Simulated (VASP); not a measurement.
Ti:

```
CELL_PARAMETERS angstrom
2.93858 0.00000 0.00000
-1.46929 2.54489 0.00000
0.00000 0.00000 4.65043
ATOMIC_POSITIONS crystal
Ti 0.33333 0.66667 0.25000
Ti 0.66667 0.33333 0.75000
```

Base run:

| Property | Result |
| --- | --- |
| Program | VASP 6.6.1 |
| Functional | LDA |
| Potentials or basis | VASP PAW LDA potentials, release 64 (Ti_sv) |
| Cutoff | 520 eV |
| k mesh | 18 × 18 × 10 |
| Occupations | gaussian, width 0.1 eV |
| Spin | no spin polarisation |

Its results: band gap on the k mesh zero (band 12 reaches 8.82 eV, above the bottom of band 13 at 7.77 eV); pressure -8.8 GPa.

Problem. The run is repeated on the same cell with these changes: functional from LDA to PBE; potentials or basis from VASP PAW LDA potentials, release 64 (Ti_sv) to VASP PAW PBE potentials, release 64 (Ti_sv). What comes out?

Solution. Band gap on the k mesh zero (band 12 reaches 9.10 eV, above the bottom of band 13 at 8.00 eV); pressure -0.6 GPa.
